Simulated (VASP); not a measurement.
Input of a VASP 6.6.1 run:

POSCAR

```
GaN
1.0
    0.0000000000      2.2750000000      2.2750000000
    2.2750000000      0.0000000000      2.2750000000
    2.2750000000      2.2750000000      0.0000000000
Ga N
1 1
Direct
    0.0000000000      0.0000000000      0.0000000000
    0.2500000000      0.2500000000      0.2500000000
```

The input INCAR.step1:

```
SYSTEM = GaN
PREC = Accurate
ENCUT = 520
ISMEAR = -1
SIGMA = 0.02
LREAL = .False.
LASPH = .True.
NELM = 100
NBANDS = 16
GGA = PE
ALGO = Normal
EDIFF = 1E-4
LWAVE = .True.
LCHARG = .False.
```

Contents of INCAR.step2:

```
SYSTEM = GaN
PREC = Accurate
ENCUT = 520
EDIFF = 1E-7
ISMEAR = -1
SIGMA = 0.02
LREAL = .False.
LASPH = .True.
NELM = 100
ALGO = Normal
ISIF = 2
LWAVE = .False.
LCHARG = .True.
METAGGA = R2SCAN
LMIXTAU = .True.
LELF = .True.
LVHAR = .True.
NBANDS = 16
ISTART = 1
```

KPOINTS

```
Automatic mesh
0
Gamma
  6 6 6
  0 0 0
```

Potentials or basis: VASP PAW PBE potentials, release 64 (Ga_d, N).

The run is started by

```console
$ cat potpaw_PBE.64/Ga_d/POTCAR potpaw_PBE.64/N/POTCAR > POTCAR
$ cp INCAR.step1 INCAR
$ mpirun -np 1 vasp_std > vasp.out
$ cp INCAR.step2 INCAR
$ mpirun -np 1 vasp_std > vasp.out
```

Problem. What does it give for the pressure?

Solution. -5.4 GPa.

Problem. What does it give for the band gap on the k mesh?

Solution. 1.93 eV, direct.

Caveat: the PAW data sets were made with another functional, which shifts forces and pressure a little. r2SCAN opens gaps a little over a GGA but as a rule still falls short of measured ones.
